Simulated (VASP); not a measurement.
# CsO7 (Fm-3m) in VASP: a series of runs

The runs below take CsO7 through single point, relaxation of cell and atoms, with PBE.

Everything below comes from runs of VASP 6.6.1. Logs are shortened: lines on timing, memory, paths and dates and some standing lists are left out, and cuts for length are marked.

## Step 1: The cell of the first run

It takes space group Fm-3m (No. 225, cubic). Conventional cell: a = 7.011 Å, b = 7.011 Å, c = 7.011 Å, α = 90.00°, β = 90.00°, γ = 90.00°. Cs (site symmetry m-3m) has 12 O at 2.48 Å within 3.3 Å. O (site symmetry m-3m) has 12 O at 2.48 Å within 3.3 Å. O (site symmetry mmm) has 2 Cs at 2.48 Å and 10 O at 2.48 Å within 3.3 Å.

The cell was generated, and may not be a known phase.

## Step 2: Single point, PBE

File INCAR:

```
ALGO = Normal
EDIFF = 1E-7
ENCUT = 520
GGA = PE
ISIF = 2
ISMEAR = 0
LASPH = T
LCHARG = F
LREAL = F
LWAVE = F
NBANDS = 36
NELM = 100
PREC = Accurate
SIGMA = 0.1
```

File KPOINTS:

```
k-points
0
Gamma
  10 10 10
```

File POSCAR:

```
CsO7
1.0
    0.0000000000      3.5056603554      3.5056603554
    3.5056603554      0.0000000000      3.5056603554
    3.5056603554      3.5056603554      0.0000000000
Cs O
1 7
Direct
    0.0000000000      0.0000000000      0.0000000000
    0.5000000000      0.5000000000      0.5000000000
    0.0000000000      0.0000000000      0.5000000000
    0.5000000000      0.0000000000      0.5000000000
    0.0000000000      0.5000000000      0.5000000000
    0.5000000000      0.5000000000      0.0000000000
    0.0000000000      0.5000000000      0.0000000000
    0.5000000000      0.0000000000      0.0000000000
```

Potentials or basis: VASP PAW PBE potentials, release 64 (Cs_sv, O).

The run is started by

```bash
cat potpaw_PBE.64/Cs_sv/POTCAR potpaw_PBE.64/O/POTCAR > POTCAR
mpirun -np 1 vasp_std > vasp.out
```

OUTCAR:

```text
EDIFF = 1E-7
   ENCUT = 520
   GGA = PE
   ISIF = 2
   ISMEAR = 0
   LASPH = T
   LREAL = F
   NELM = 100
   PREC = Accurate

 ion  position               nearest neighbor table
   1  0.000  0.000  0.000-   3 2.48   7 2.48   8 2.48   3 2.48   4 2.48   5 2.48   5 2.48   6 2.48
                             7 2.48   4 2.48   6 2.48   8 2.48
   2  0.500  0.500  0.500-
   3  0.000  0.000  0.500-   1 2.48   1 2.48
   4  0.500  0.000  0.500-   1 2.48   1 2.48
   5  0.000  0.500  0.500-   1 2.48   1 2.48
   6  0.500  0.500  0.000-   1 2.48   1 2.48
   7  0.000  0.500  0.000-   1 2.48   1 2.48
   8  0.500  0.000  0.000-   1 2.48   1 2.48

  LATTYP: Found a face centered cubic cell.
 ALAT       =     7.0113207108

  Lattice vectors:

 A1 = (   0.0000000000,   3.5056603554,   3.5056603554)
 A2 = (   3.5056603554,   0.0000000000,   3.5056603554)
 A3 = (   3.5056603554,   3.5056603554,   0.0000000000)

Analysis of symmetry for initial positions (statically):
=====================================================================
 Subroutine PRICEL returns:
 Original cell was already a primitive cell.

 Routine SETGRP: Setting up the symmetry group for a
 face centered cubic supercell.

 Subroutine GETGRP returns: Found 48 space group operations
 (whereof 48 operations were pure point group operations)
 out of a pool of 48 trial point group operations.

The static configuration has the point symmetry O_h .

Analysis of symmetry for dynamics (positions and initial velocities):
=====================================================================
 Subroutine PRICEL returns:
 Original cell was already a primitive cell.

 Routine SETGRP: Setting up the symmetry group for a
 face centered cubic supercell.

 Subroutine GETGRP returns: Found 48 space group operations
 (whereof 48 operations were pure point group operations)
 out of a pool of 48 trial point group operations.

The dynamic configuration has the point symmetry O_h .

 Subroutine INISYM returns: Found 48 space group operations
 (whereof 48 operations are pure point group operations),
 and found     1 'primitive' translations

----------------------------------------------------------------------------------------

                                     Primitive cell

  volume of cell :      86.1667

[... 105 lines left out ...]
   NFREE  =      0    steps in history (QN), initial steepest desc. (CG)
   ISIF   =      2    stress and relaxation
   ISYM   =      2    0-nonsym 1-usesym 2-fastsym
   POTIM  = 0.5000    time-step for ionic-motion
   TEBEG  =    0.0;   TEEND  =   0.0 temperature during run
   PSTRESS=    0.0 pullay stress
   NELECT =      51.0000    total number of electrons
   NUPDOWN=      -1.0000    fix difference up-down
   EMIN   =  10.00;   EMAX   =-10.00  energy-range for DOS
   EFERMI =   0.00;   METHOD = LEGACY
   ISMEAR =     0;   SIGMA  =   0.10  broadening in eV -4-tet -1-fermi 0-gaus
   EFERMI_NEDOS =   21; number of points for ismear=-14 and -15
   IALGO  =     38    algorithm
   IMIX   =      4    mixing-type and parameters
     AMIX     =   0.40;   BMIX     =  1.00
     AMIX_MAG =   1.60;   BMIX_MAG =  1.00
  volume/ion in A,a.u.               =      10.77        72.69
  Fermi-wavevector in a.u.,A,eV,Ry     =   1.374522  2.597470 25.705636  1.889311
  Thomas-Fermi vector in A             =   2.499941
   LORBIT       =      0    0 simple, 1 ext, 2 COOP (PROOUT), +10 PAW based schemes
   GGA     = PE    functional components
   LHFCALC =     F    Hartree Fock is set to
   AEXX    =    0.0000 exact exchange contribution
   IVDW    =     0    specifies the selected vdW correction
   LEPSILON=     F    determine dielectric tensor
   LRPA    =     F    only Hartree local field effects (RPA)
 non-spin polarized calculation
 Gauss-broadening in eV      SIGMA  =   0.10
  energy-cutoff  :      520.00
  volume of cell :       86.17
 maximum number of plane-waves:      2334
 NGX is ok and might be reduce to    40
   NGX = 19   NGY = 19   NGZ = 19

 number of electron      51.0000024 magnetization

 Free energy of the ion-electron system (eV)
  ---------------------------------------------------
  ext. energy  EPLUGINS =         0.00000000
  ---------------------------------------------------
  free energy    TOTEN  =       -18.17234178 eV

  energy without entropy =      -18.09920048  energy(sigma->0) =      -18.13577113

 E-fermi :   1.2160     XC(G=0): -11.3373

 val. band max:        1.2148780301   @ k =  -0.2000   0.3000   0.1000
 cond. band min:       1.2170783249   @ k =   0.2000   0.1000   0.0000
 fundamental gap:      0.0022002948
 Fermi energy:         1.2160493113

 k-point     1 :       0.0000    0.0000    0.0000
  band No.  band energies     occupation
      1     -19.6743      2.00000
      2     -15.6902      2.00000
      3     -15.3240      2.00000
      4     -15.3240      2.00000
      5     -15.3240      2.00000
      6     -14.4882      2.00000
[... 925 lines left out ...]
     35      13.9160      0.00000
     36      15.4461      0.00000

 [... further k-points ...]

------------------------ aborting loop because EDIFF is reached ----------------------------------------

  FORCE on cell =-STRESS in cart. coord.  units (eV):
  Direction    XX          YY          ZZ          XY          YZ          ZX
  --------------------------------------------------------------------------------------
  -------------------------------------------------------------------------------------
  Total        0.8459268      0.8459268      0.8459268     -0.0000000      0.0000000      0.0000000
  in kB       15.7290993     15.7290993     15.7290993     -0.0000000      0.0000000      0.0000000
  external PRESSURE =      15.7290993 kB  Pullay stress =       0.0000000 kB

 VOLUME and BASIS-vectors are now :
 -----------------------------------------------------------------------------
  energy-cutoff  :      520.00
  volume of cell :       86.17
      direct lattice vectors                 reciprocal lattice vectors
     0.000000000  3.505660355  3.505660355    -0.142626481  0.142626481  0.142626481
     3.505660355  0.000000000  3.505660355     0.142626481 -0.142626481  0.142626481
     3.505660355  3.505660355  0.000000000     0.142626481  0.142626481 -0.142626481

 POSITION                                       TOTAL-FORCE (eV/Angst)
 -----------------------------------------------------------------------------------
      0.00000      0.00000      0.00000         0.000000     -0.000000     -0.000000
      3.50566      3.50566      3.50566        -0.000000     -0.000000      0.000000
      1.75283      1.75283      0.00000         0.000000      0.000000      0.000000
      1.75283      3.50566      1.75283         0.000000      0.000000     -0.000000
      3.50566      1.75283      1.75283        -0.000000     -0.000000     -0.000000
      1.75283      1.75283      3.50566         0.000000     -0.000000      0.000000
      1.75283      0.00000      1.75283         0.000000      0.000000     -0.000000
      0.00000      1.75283      1.75283        -0.000000     -0.000000     -0.000000
 -----------------------------------------------------------------------------------
    total drift:                                0.000000     -0.000000      0.000000

  FREE ENERGIE OF THE ION-ELECTRON SYSTEM (eV)
  ---------------------------------------------------
  free  energy   TOTEN  =       -18.1723417756 eV

  energy  without entropy=      -18.0992004820  energy(sigma->0) =      -18.13577113
```

OSZICAR:

```text
N       E                     dE             d eps       ncg     rms          rms(c)
DAV:   1     0.270091694310E+03    0.27009E+03   -0.28897E+04  3384   0.137E+03
DAV:   2    -0.641691653256E+01   -0.27651E+03   -0.26506E+03  4368   0.292E+02
DAV:   3    -0.198544145415E+02   -0.13437E+02   -0.12971E+02  3748   0.616E+01
[... 18 lines left out ...]
DAV:  22    -0.181723414294E+02   -0.18712E-05   -0.11468E-05  3732   0.185E-02    0.693E-03
DAV:  23    -0.181723424219E+02   -0.99256E-06   -0.47974E-07  2756   0.282E-03    0.122E-02
DAV:  24    -0.181723424074E+02    0.14550E-07   -0.75405E-06  3852   0.871E-03    0.112E-02
DAV:  25    -0.181723417865E+02    0.62093E-06   -0.15315E-06  2836   0.383E-03    0.993E-04
DAV:  26    -0.181723417756E+02    0.10815E-07   -0.36748E-08  2124   0.981E-04
   1 F= -.18172342E+02 E0= -.18135771E+02  d E =-.731413E-01
```

stdout:

```text
POSCAR found type information on POSCAR CsO
 POSCAR found :  2 types and       8 ions
 scaLAPACK will be used
 LDA part: xc-table for (Slater+PW92), standard interpolation
 POSCAR, INCAR and KPOINTS ok, starting setup
 FFT: planning ... GRIDC
 FFT: planning ... GRID_SOFT
 FFT: planning ... GRID
 WAVECAR not read
 entering main loop
```

Wall time 3.7 min (1 thread of Intel Xeon Platinum 8488C (Sapphire Rapids), shared host); peak memory 0.3 GiB.

What came out:

```yaml
Free_energy: -18.1723 eV
Pressure: 1.6 GPa
Band_gap_on_the_k_mesh: zero (an odd number of electrons rules out a gap without spin polarisation)
```

Caveat: spin-orbit coupling is left out, which moves the levels of the heavy elements; an odd number of electrons without spin polarisation forces a metal; a magnetic or distorted state may lie lower.

## Step 3: Relaxation of cell and atoms, PBE

This run uses another cell than the first one, of 10.71 Å³/atom.

File INCAR:

```
  PREC = Accurate
  ENCUT = 600
  EDIFF = 1E-6
  ISMEAR = 0
  SIGMA = 0.1
  LREAL = F
  LASPH = T
  NELM = 100
  ALGO = Normal
  ISIF = 3
  LWAVE = F
  LCHARG = F
  GGA = PE
  IBRION = 2
  NSW = 100
  EDIFFG = -0.01
```

File KPOINTS:

```
Automatic mesh
0
Gamma
  10 10 10
```

POSCAR: that of step 2 with these lines changed.

```diff
@@ -2,5 +2,5 @@
 1.0
-    0.0000000000      3.5056603554      3.5056603554
-    3.5056603554      0.0000000000      3.5056603554
-    3.5056603554      3.5056603554      0.0000000000
+    0.0000000000      3.4986828763      3.4986828763
+    3.4986828763      0.0000000000      3.4986828763
+    3.4986828763      3.4986828763      0.0000000000
 Cs O
```

Potentials or basis: VASP PAW PBE potentials, release 64 (Cs_sv, O).

The run is started by

```bash
cat potpaw_PBE.64/Cs_sv/POTCAR potpaw_PBE.64/O/POTCAR > POTCAR
mpirun -np 1 vasp_std > vasp.out
```

It took 6 min on 1 thread of Intel Xeon Platinum 8488C (Sapphire Rapids), shared host; peak memory 0.31 GiB.

The run converged. Its results:

```
Free energy                           : -18.1813 eV
Relaxed volume                        : 10.98 Å³/atom
Relaxed cell                          : a = 4.990 Å, b = 4.990 Å, c = 4.990 Å, α = 60.00°, β = 60.00°, γ = 60.00°
Space group after relaxing (to 0.1 Å) : Fm-3m (No. 225)
Energy gained by relaxing             : 1.7 meV/atom
Ionic steps                           : 3
Pressure after relaxing               : 0.0 GPa
Band gap on the k mesh                : zero (an odd number of electrons rules out a gap without spin polarisation)
```

Step by step:
```csv
step,energy change (eV),largest force (eV/Å),pressure (GPa),volume (Å³)
1,0.0000,0.0000,1.98,85.65
2,-0.0124,0.0000,0.47,87.30
3,-0.0133,0.0000,0.00,87.86
```

Final structure:
```
CELL_PARAMETERS angstrom
0.00000 3.52847 3.52847
3.52847 0.00000 3.52847
3.52847 3.52847 0.00000
ATOMIC_POSITIONS crystal
Cs 0.00000 0.00000 0.00000
O 0.50000 0.50000 0.50000
O 0.00000 0.00000 0.50000
O 0.50000 0.00000 0.50000
O 0.00000 0.50000 0.50000
O 0.50000 0.50000 0.00000
O 0.00000 0.50000 0.00000
O 0.50000 0.00000 0.00000
```

Levels at points of the mesh, in eV from the Fermi level:
| k point | band 23 | band 24 | band 25 | band 26 | band 27 | band 28 | band 29 | band 30 |
| --- | --- | --- | --- | --- | --- | --- | --- | --- |
| (0.00, 0.00, 0.00) | 0.36 | 0.36 | 0.60 | 0.60 | 0.82 | 0.82 | 0.82 | 1.48 |
| (0.50, 0.00, 0.00) | -0.76 | -0.11 | -0.11 | -0.05 | 0.01 | 0.01 | 0.78 | 0.78 |
| (0.50, 0.50, 0.00) | -1.25 | -1.05 | 0.09 | 0.09 | 0.15 | 0.15 | 0.31 | 0.57 |

Caveat: spin-orbit coupling is left out, which moves the levels of the heavy elements; an odd number of electrons without spin polarisation forces a metal; a magnetic or distorted state may lie lower.

## Step 4: Single point, PBE

This run uses another cell than the first one, of 10.71 Å³/atom.

File INCAR:

```
SYSTEM = CsO7
PREC = Accurate
ENCUT = 520
EDIFF = 1E-7
ISMEAR = 0
SIGMA = 0.1
LREAL = .FALSE.
LASPH = .TRUE.
NELM = 100
ALGO = Normal
ISIF = 2
LWAVE = .FALSE.
LCHARG = .FALSE.
GGA = PE
NBANDS = 36
```

File KPOINTS:

```
regular mesh
0
G
  4 4 4
  0 0 0
```

POSCAR is that of step 3.

The run is started by

```bash
cat potpaw_PBE.64/Cs_sv/POTCAR potpaw_PBE.64/O/POTCAR > POTCAR
mpirun -np 1 vasp_std > vasp.out
```

Wall time 44 s (1 thread of Intel Xeon Platinum 8488C (Sapphire Rapids), shared host); peak memory 0.24 GiB.

Results (log left out):

```
Free energy            : -18.1292 eV
Pressure               : 1.7 GPa
Band gap on the k mesh : zero (an odd number of electrons rules out a gap without spin polarisation)
```

Levels at points of the mesh, in eV from the Fermi level:
```csv
k point,band 22,band 23,band 24,band 25,band 26,band 27,band 28,band 29
"(0.00, 0.00, 0.00)",0.37,0.37,0.37,0.63,0.63,0.85,0.85,0.85
"(0.50, 0.00, 0.00)",-1.06,-0.82,-0.12,-0.12,-0.05,0.02,0.02,0.81
"(0.50, 0.50, 0.00)",-1.41,-1.31,-1.11,0.09,0.09,0.15,0.15,0.32
```

Caveat: the k points lie up to 0.39 Å⁻¹ apart, too coarse for converged energies and pressures of a metal; spin-orbit coupling is left out, which moves the levels of the heavy elements; an odd number of electrons without spin polarisation forces a metal; a magnetic or distorted state may lie lower.

(Continued in part 2 of 2.)

The gap in the log of VASP goes by the Fermi energy; the results here count the filled bands.